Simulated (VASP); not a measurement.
Runs of VASP 6.6.1 on BaBe4Ag. The structure is that of space group F-43m (No. 216), or close to it. The cells are those of the table. 

```csv
task,cell,k mesh,cutoff (eV),gap on the mesh (eV),pressure (GPa),largest force (eV/Å)
single point,"a = 4.890 Å, angles 60.0°, 6 atoms",4 × 4 × 4,520,none,(a),-
single point,"a = 5.152 Å, angles 60.0°, 6 atoms",10 × 10 × 10,520,none,0.6,0.01
relaxation of cell and atoms,"relaxed from a = 4.890 Å, angles 60.0°, 6 atoms",4 × 4 × 4,600,none,0.0,-
single point,"a = 5.135 Å, angles 60.0°, 6 atoms",4 × 4 × 4,520,none,0.9,0.01
```

Alike in all rows: level PBE; potentials or basis VASP PAW PBE potentials, release 64 (Ba_sv, Be, Ag); no spin polarisation; smearing gaussian 0.1 eV.

Problem. Fill in the values left out.

Solution. (a) 13.1.

Caveats: some runs use coarse meshes; spin-orbit coupling is left out, which moves the levels of the heavy elements.

A k mesh can miss the band edges, and the runs leave out spin-orbit coupling on Ag, Ba.

A gap of «none» marks levels without a gap at the run's occupations.
